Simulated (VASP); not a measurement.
# LiH3 (Im-3m) in VASP: relaxation of cell and atoms with PBE

Aim: the relaxation of cell and atoms of LiH3 with PBE.

Everything below comes from runs of VASP 6.6.1. Logs are shortened: lines on timing, memory, paths and dates and some standing lists are left out, and cuts for length are marked.

## 1. The cell of the first run

Symmetry: Im-3m, No. 229, cubic system. Conventional cell: a = 3.956 Å, b = 3.956 Å, c = 3.956 Å, α = 90.00°, β = 90.00°, γ = 90.00°. Within 2.6 Å of Li (site symmetry m-3m) lie 6 H at 1.98 Å. Within 2.6 Å of H (site symmetry 4/mmm) lie 2 Li at 1.98 Å and 4 H at 1.98 Å.

The cell was generated, and may not be a known phase.

## 2. Relaxation of cell and atoms, PBE

INCAR

```
PREC = Accurate ; ENCUT = 1230
EDIFF = 1E-7 ; ISMEAR = 0
SIGMA = 0.1 ; LREAL = False
LASPH = True ; NELM = 120
ALGO = Normal ; ISIF = 3
LWAVE = False ; LCHARG = False
GGA = PE ; IBRION = 2
NSW = 90 ; EDIFFG = -0.04
GGA_COMPAT = False ; NELMIN = 4
```

KPOINTS

```
Automatic mesh
0
Gamma
  6 6 6
```

POSCAR

```
LiH3
1.0
   -1.9779544100      1.9779544100      1.9779544100
    1.9779544100     -1.9779544100      1.9779544100
    1.9779544100      1.9779544100     -1.9779544100
Li H
1 3
Direct
    0.0000000000      0.0000000000      0.0000000000
    0.0000000000      0.5000000000      0.5000000000
    0.5000000000      0.0000000000      0.5000000000
    0.5000000000      0.5000000000      0.0000000000
```

Potentials or basis: VASP PAW PBE potentials, release 64 (Li_sv, H_h).

The run is started by

```
$ cat potpaw_PBE.64/Li_sv/POTCAR potpaw_PBE.64/H_h/POTCAR > POTCAR
$ mpirun -np 1 vasp_std > vasp.out
```

OUTCAR:

```text
PREC = Accurate
   ENCUT = 1230
   EDIFF = 1E-7
   ISMEAR = 0
   LREAL = False
   LASPH = True
   NELM = 120
   ISIF = 3
   GGA = PE
   IBRION = 2
   NSW = 90
   EDIFFG = -0.04
   NELMIN = 4

 ion  position               nearest neighbor table
   1  0.000  0.000  0.000-
   2  0.000  0.500  0.500-
   3  0.500  0.000  0.500-
   4  0.500  0.500  0.000-

  LATTYP: Found a body centered cubic cell.
 ALAT       =     3.9559088200

  Lattice vectors:

 A1 = (  -1.9779544100,   1.9779544100,   1.9779544100)
 A2 = (   1.9779544100,  -1.9779544100,   1.9779544100)
 A3 = (   1.9779544100,   1.9779544100,  -1.9779544100)

Analysis of symmetry for initial positions (statically):
=====================================================================
 Subroutine PRICEL returns:
 Original cell was already a primitive cell.

 Routine SETGRP: Setting up the symmetry group for a
 body centered cubic supercell.

 Subroutine GETGRP returns: Found 48 space group operations
 (whereof 48 operations were pure point group operations)
 out of a pool of 48 trial point group operations.

The static configuration has the point symmetry O_h .

Analysis of symmetry for dynamics (positions and initial velocities):
=====================================================================
 Subroutine PRICEL returns:
 Original cell was already a primitive cell.

 Routine SETGRP: Setting up the symmetry group for a
 body centered cubic supercell.

 Subroutine GETGRP returns: Found 48 space group operations
 (whereof 48 operations were pure point group operations)
 out of a pool of 48 trial point group operations.

The dynamic configuration has the point symmetry O_h .

 Subroutine INISYM returns: Found 48 space group operations
 (whereof 48 operations are pure point group operations),
 and found     1 'primitive' translations

----------------------------------------------------------------------------------------

                                     Primitive cell

  volume of cell :      30.9534

  direct lattice vectors                    reciprocal lattice vectors
    -1.977954410  1.977954410  1.977954410     0.000000000  0.252786413  0.252786413
     1.977954410 -1.977954410  1.977954410     0.252786413  0.000000000  0.252786413
     1.977954410  1.977954410 -1.977954410     0.252786413  0.252786413  0.000000000

  length of vectors
     3.425917533  3.425917533  3.425917533     0.357493973  0.357493973  0.357493973

  position of ions in fractional coordinates (direct lattice)
     0.000000000  0.000000000  0.000000000
     0.000000000  0.500000000  0.500000000
     0.500000000  0.000000000  0.500000000
     0.500000000  0.500000000  0.000000000

  ion indices of the primitive-cell ions
   primitive index   ion index
                 1           1
                 2           2
                 3           3
                 4           4

----------------------------------------------------------------------------------------

 KPOINTS: Automatic mesh

Automatic generation of k-mesh.
 Grid dimensions read from file:
 generate k-points for:    6    6    6

 Generating k-lattice:

  Cartesian coordinates                     Fractional coordinates (reciprocal lattice)
     0.000000000  0.042131069  0.042131069     0.166666667  0.000000000  0.000000000
     0.042131069  0.000000000  0.042131069     0.000000000  0.166666667  0.000000000
     0.042131069  0.042131069  0.000000000     0.000000000  0.000000000  0.166666667

  Length of vectors
     0.059582329  0.059582329  0.059582329

  Shift w.r.t. Gamma in fractional coordinates (k-lattice)
     0.000000000  0.000000000  0.000000000

 Subroutine IBZKPT returns following result:
 ===========================================

 Found     16 irreducible k-points:

 Following reciprocal coordinates:
            Coordinates               Weight
  0.000000  0.000000  0.000000      1.000000
  0.166667  0.000000  0.000000     12.000000
  0.333333  0.000000  0.000000     12.000000
  0.500000  0.000000  0.000000      6.000000
  0.166667  0.166667  0.000000     24.000000
  0.333333  0.166667  0.000000     48.000000
[... 8 lines left out ...]
  0.500000  0.500000  0.333333     12.000000
  0.500000  0.500000  0.500000      1.000000
   k-points           NKPTS =     16   k-points in BZ     NKDIM =     16   number of bands    NBANDS=      7
   number of dos      NEDOS =    301   number of ions     NIONS =      4
   total plane-waves  NPLWV =  64000
   dimension x,y,z NGX =    40 NGY =   40 NGZ =   40
   dimension x,y,z NGXF=    80 NGYF=   80 NGZF=   80
   ions per type =               1   3
   NGX,Y,Z   is equivalent  to a cutoff of  19.41, 19.41, 19.41 a.u.
   NGXF,Y,Z  is equivalent  to a cutoff of  38.82, 38.82, 38.82 a.u.
 SYSTEM =  unknown system
   PREC   = accura    normal or accurate (medium, high low for compatibility)
   ISTART =      0    job   : 0-new  1-cont  2-samecut
   ICHARG =      2    charge: 1-file 2-atom 10-const
   ISPIN  =      1    spin polarized calculation?
   LNONCOLLINEAR =      F non collinear calculations
   LSORBIT =      F    spin-orbit coupling
   LASPH  =      T    aspherical Exc in radial PAW
   ENCUT  = 1230.0 eV  90.40 Ry    9.51 a.u.   9.80  9.80  9.80*2*pi/ulx,y,z
   NELM   =    120;   NELMIN=  4; NELMDL= -5     # of ELM steps
   EDIFF  = 0.1E-06   stopping-criterion for ELM
   LREAL  =      F    real-space projection
   EDIFFG = -.4E-01   stopping-criterion for IOM
   NSW    =     90    number of steps for IOM
   IBRION =      2    ionic relax: 0-MD 1-quasi-New 2-CG
   NFREE  =      1    steps in history (QN), initial steepest desc. (CG)
   ISIF   =      3    stress and relaxation
   ISYM   =      2    0-nonsym 1-usesym 2-fastsym
   POTIM  = 0.5000    time-step for ionic-motion
   TEBEG  =    0.0;   TEEND  =   0.0 temperature during run
   PSTRESS=    0.0 pullay stress
   NELECT =       6.0000    total number of electrons
   NUPDOWN=      -1.0000    fix difference up-down
   EMIN   =  10.00;   EMAX   =-10.00  energy-range for DOS
   EFERMI =   0.00;   METHOD = LEGACY
   ISMEAR =     0;   SIGMA  =   0.10  broadening in eV -4-tet -1-fermi 0-gaus
   EFERMI_NEDOS =   21; number of points for ismear=-14 and -15
   IALGO  =     38    algorithm
   IMIX   =      4    mixing-type and parameters
     AMIX     =   0.40;   BMIX     =  1.00
     AMIX_MAG =   1.60;   BMIX_MAG =  1.00
  volume/ion in A,a.u.               =       7.74        52.22
  Fermi-wavevector in a.u.,A,eV,Ry     =   0.947449  1.790418 12.213389  0.897659
  Thomas-Fermi vector in A             =   2.075543
   LORBIT       =      0    0 simple, 1 ext, 2 COOP (PROOUT), +10 PAW based schemes
   GGA     = PE    functional components
   LHFCALC =     F    Hartree Fock is set to
   AEXX    =    0.0000 exact exchange contribution
   IVDW    =     0    specifies the selected vdW correction
   LEPSILON=     F    determine dielectric tensor
   LRPA    =     F    only Hartree local field effects (RPA)
 conjugate gradient relaxation of ions
 non-spin polarized calculation
 Gauss-broadening in eV      SIGMA  =   0.10
  energy-cutoff  :     1230.00
  volume of cell :       30.95
 maximum number of plane-waves:      3051
   NGX = 19   NGY = 19   NGZ = 19

--------------------------------------- Ionic step        1  -------------------------------------------

 number of electron       6.0000002 magnetization

 Free energy of the ion-electron system (eV)
  ---------------------------------------------------
  ext. energy  EPLUGINS =         0.00000000
  ---------------------------------------------------
  free energy    TOTEN  =        -9.44156123 eV

  energy without entropy =       -9.43560256  energy(sigma->0) =       -9.43858189

 E-fermi :  -0.1385     XC(G=0):  -8.2417

 val. band max:       -0.1610561786   @ k =   0.1667   0.1667   0.0000
 cond. band min:       0.1953434081   @ k =   0.3333   0.1667   0.0000
 fundamental gap:      0.3563995868
 Fermi energy:        -0.1385254094

 k-point     1 :       0.0000    0.0000    0.0000
  band No.  band energies     occupation
      1     -46.0248      2.00000
      2      -7.9858      2.00000
      3       2.5049      0.00000
      4       2.5049      0.00000
      5      10.2790      0.00000
      6      10.2790      0.00000
      7      10.2790      0.00000

 k-point     2 :       0.1667    0.0000    0.0000
  band No.  band energies     occupation
      1     -46.0238      2.00000
      2      -7.5757      2.00000
      3       1.3986      0.00000
      4       1.9892      0.00000
      5       8.9307      0.00000
      6       9.0819      0.00000
      7      10.9246      0.00000
[... 608 lines left out ...]
 POSITION                                       TOTAL-FORCE (eV/Angst)
 -----------------------------------------------------------------------------------
      1.64930      1.64930      1.64930        -0.000000     -0.000000      0.000000
      1.64930      0.00000      0.00000         0.000000      0.000000     -0.000000
      1.64930      0.00000      1.64930         0.000000      0.000000     -0.000000
      0.00000      0.00000      1.64930         0.000000      0.000000      0.000000
 -----------------------------------------------------------------------------------
    total drift:                               -0.000000     -0.000000      0.000000

  FREE ENERGIE OF THE ION-ELECTRON SYSTEM (eV)
  ---------------------------------------------------
  free  energy   TOTEN  =        -9.6014223054 eV

  energy  without entropy=       -9.5954638270  energy(sigma->0) =       -9.59844307

--------------------------------------- Ionic step        5  -------------------------------------------

 number of electron       6.0000000 magnetization

 Free energy of the ion-electron system (eV)
  ---------------------------------------------------
  ext. energy  EPLUGINS =         0.00000000
  ---------------------------------------------------
  free energy    TOTEN  =        -9.76389412 eV

  energy without entropy =       -9.75793564  energy(sigma->0) =       -9.76091488

 E-fermi :   1.6349     XC(G=0):  -9.2708

 val. band max:        1.6123630610   @ k =   0.1667   0.1667   0.0000
 cond. band min:       2.0843683388   @ k =   0.3333   0.1667   0.0000
 fundamental gap:      0.4720052778
 Fermi energy:         1.6348942665

 k-point     1 :       0.0000    0.0000    0.0000
  band No.  band energies     occupation
      1     -44.3104      2.00000
      2      -8.3198      2.00000
      3       5.4268      0.00000
      4       5.4268      0.00000
      5      13.6564      0.00000
      6      13.6564      0.00000
      7      13.6564      0.00000

 k-point     2 :       0.1667    0.0000    0.0000
  band No.  band energies     occupation
      1     -44.3061      2.00000
      2      -7.8318      2.00000
      3       3.7881      0.00000
      4       4.6448      0.00000
      5      12.0649      0.00000
      6      12.1291      0.00000
      7      14.0478      0.00000
[... 160 lines left out ...]
 POSITION                                       TOTAL-FORCE (eV/Angst)
 -----------------------------------------------------------------------------------
      0.00000      0.00000      0.00000        -0.000000     -0.000000     -0.000000
      1.78103      0.00000      0.00000        -0.000000     -0.000000      0.000000
      0.00000      1.78103      0.00000         0.000000      0.000000     -0.000000
      0.00000      0.00000      1.78103         0.000000     -0.000000      0.000000
 -----------------------------------------------------------------------------------
    total drift:                               -0.000000     -0.000000      0.000000

  FREE ENERGIE OF THE ION-ELECTRON SYSTEM (eV)
  ---------------------------------------------------
  free  energy   TOTEN  =        -9.7638941210 eV

  energy  without entropy=       -9.7579356426  energy(sigma->0) =       -9.76091488

 reached required accuracy - stopping structural energy minimisation
```

It took 23 s on 1 thread of AMD EPYC 9R45 (Zen 5), shared host; peak memory 0.21 GiB.

What came out:

```
Free energy                           : -9.7639 eV
Relaxed volume                        : 5.65 Å³/atom
Relaxed cell                          : a = 3.085 Å, b = 3.085 Å, c = 3.085 Å, α = 109.47°, β = 109.47°, γ = 109.47°
Space group after relaxing (to 0.1 Å) : Im-3m (No. 229)
Energy gained by relaxing             : 80.6 meV/atom
Ionic steps                           : 5
Pressure after relaxing               : -1.0 GPa
Band gap on the k mesh                : zero (bands 3 and 4 overlap by 5.70 eV)
```

Step by step:
| step | energy change (eV) | largest force (eV/Å) | pressure (GPa) | volume (Å³) |
| --- | --- | --- | --- | --- |
| 1 | 0.0000 | 0.0000 | -9.22 | 30.95 |
| 2 | -0.1071 | 0.0000 | -8.31 | 29.00 |
| 3 | -0.2790 | 0.0000 | -4.72 | 24.92 |
| 4 | -0.1599 | 0.0000 | 14.63 | 17.95 |
| 5 | -0.3223 | 0.0000 | -0.97 | 22.60 |

Final structure:
```
CELL_PARAMETERS angstrom
-1.78103 1.78103 1.78103
1.78103 -1.78103 1.78103
1.78103 1.78103 -1.78103
ATOMIC_POSITIONS crystal
Li 0.00000 0.00000 0.00000
H 0.00000 0.50000 0.50000
H 0.50000 0.00000 0.50000
H 0.50000 0.50000 0.00000
```

Caveat: the k points lie up to 0.42 Å⁻¹ apart in the final cell, too coarse for converged energies and pressures of a metal; the volume moved by over 15 % at a fixed basis, so the end points are rough.

The gap in the log of VASP goes by the Fermi energy; the results here count the filled bands.